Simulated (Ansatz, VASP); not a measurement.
**FeO in VASP and in Ansatz**

```
CELL_PARAMETERS angstrom
0.00000 2.19767 2.19767
2.19767 0.00000 2.19767
2.19767 2.19767 0.00000
ATOMIC_POSITIONS crystal
Fe 0.00000 0.00000 0.00000
O 0.50000 0.50000 0.50000
```

Alike in both runs: task single point; functional PBE; dispersion D4; k mesh 11 × 11 × 11; occupations fermi-dirac, width 0.05 eV; collinear spin.

|  | VASP | Ansatz |
| --- | --- | --- |
| version | VASP 6.6.1 | Ansatz 0.2.0 |
| potentials or method | VASP PAW PBE potentials, release 64 (Fe_sv, O) | Ansatz PAW |
| plane-wave cutoff (eV) | 700 | 420 |
| valence electrons in the cell | 22 | 22 |

```csv
,VASP,Ansatz,Ansatz less VASP
gap on the k mesh at the Fermi level (eV),none,none,-
pressure (GPa),-14.5,-13.5,+0.99
net moment per atom (μB),2.00,2.00,0.000
size of the moment on the site where the two differ most (μB),0.28,0.31,+0.025
```

Site moments also hang on the region over which each program counts them. A gap of «none» marks a metal or a gap that the smearing closes.
